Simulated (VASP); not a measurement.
A run of VASP 6.6.1:

File INCAR:

```
SYSTEM = Pb
PREC = Accurate
ENCUT = 520
EDIFF = 1E-6
ISMEAR = 0
SIGMA = 0.1
LREAL = .FALSE.
LASPH = .TRUE.
NELM = 100
ALGO = Fast
ISIF = 2
LWAVE = .FALSE.
LCHARG = .FALSE.
GGA = PS
NBANDS = 28
```

Contents of KPOINTS:

```
Automatic mesh
0
G
  9 9 14
  0 0 0
```

POSCAR

```
Pb
1.0
    5.5667898027      0.0000000000      0.0000000000
   -2.7833949013      4.8209813866      0.0000000000
    0.0000000000      0.0000000000      3.3602920002
Pb
3
Direct
    0.0000000000      0.0000000000      0.0000000000
    0.3333333333      0.6666666667      0.5000000000
    0.6666666667      0.3333333333      0.5000000000
```

Potentials or basis: VASP PAW PBE potentials, release 64 (Pb_d).

Run with:

```bash
$ cat potpaw_PBE.64/Pb_d/POTCAR > POTCAR
$ mpirun -np 1 vasp_std > vasp.out
```

Hardware: 1 thread of AMD EPYC 7R13, with other jobs on the host.

Q: Estimate the wall time of this run.

A: Run time: 5 min on 1 thread of AMD EPYC 7R13, on a shared host, peak memory 0.3 GiB. Counts: scf iterations 13, k points 96.
